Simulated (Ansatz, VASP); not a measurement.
This is a calculation of Nb for VASP 6.6.1.

The input INCAR:

```
SYSTEM = Nb
PREC = Accurate ; ENCUT = 500
EDIFF = 1E-6 ; ISMEAR = -1
SIGMA = 0.05 ; LREAL = .False.
LASPH = .True. ; NELM = 120
ALGO = Normal ; ISIF = 2
LWAVE = .False. ; LCHARG = .True.
GGA = PS ; LELF = .True.
LVHAR = .True. ; NBANDS = 12
GGA_COMPAT = .False.
```

File KPOINTS:

```
Automatic mesh
0
Gamma
  11 11 11
  0 0 0
```

The input POSCAR:

```
Nb
1.0
   -1.6316372153      1.6316372153      1.7305080000
    1.6316372153     -1.6316372153      1.7305080000
    1.6316372153      1.6316372153     -1.7305080000
Nb
1
Direct
    0.0000000000      0.0000000000      0.0000000000
```

Potentials or basis: VASP PAW PBE potentials, release 64 (Nb_sv).

The run is started by

```bash
$ cat potpaw_PBE.64/Nb_sv/POTCAR > POTCAR
$ mpirun -np 1 vasp_std > vasp.out
```

Task: Translate it to Ansatz 0.2.0. Potentials there: all-electron LAPW, scalar-relativistic.

Result: As run (the cutoff follows the program's own potentials):

File input.yaml:

```yaml
crystal:
  lattice:
    - [-1.6316372153, 1.6316372153, 1.730508]
    - [1.6316372153, -1.6316372153, 1.730508]
    - [1.6316372153, 1.6316372153, -1.730508]
  atoms:
    - { symbol: Nb, position: [0.0, 0.0, 0.0] }
kpoints:
  mp_grid: { grid: [11, 11, 11] }
scf:
  occupations: { method: fermi_dirac, width: 0.05 }
hamiltonian:
  xc: pbesol
  pseudopotentials: { kind: all_electron, lapw: { basis_error: 0.001 } }
output:
  forces: true
  stress: true
  eigenvalues: true
```

Potentials or basis: all-electron LAPW, scalar-relativistic.

Run with:

```bash
$ ansatz run input.yaml --threads 1 --pin off --max-ram 3072MiB --backend cpu --events-out ev --progress --plain --runs-dir out
```

Both were run:

|  | VASP | Ansatz | Ansatz less VASP |
| --- | --- | --- | --- |
| gap on the k mesh at the Fermi level (eV) | none | none | - |
| pressure (GPa) | -8.1 | -7.8 | +0.32 |
| traceless stress, the component that is largest in VASP (GPa) | -3.94 | -3.92 | +0.015 |

VASP's potentials were made for PBE, not for PBEsol. A gap of «none» marks a metal or a gap that the smearing closes. Ansatz ran all-electron here, and VASP with PAW potentials.
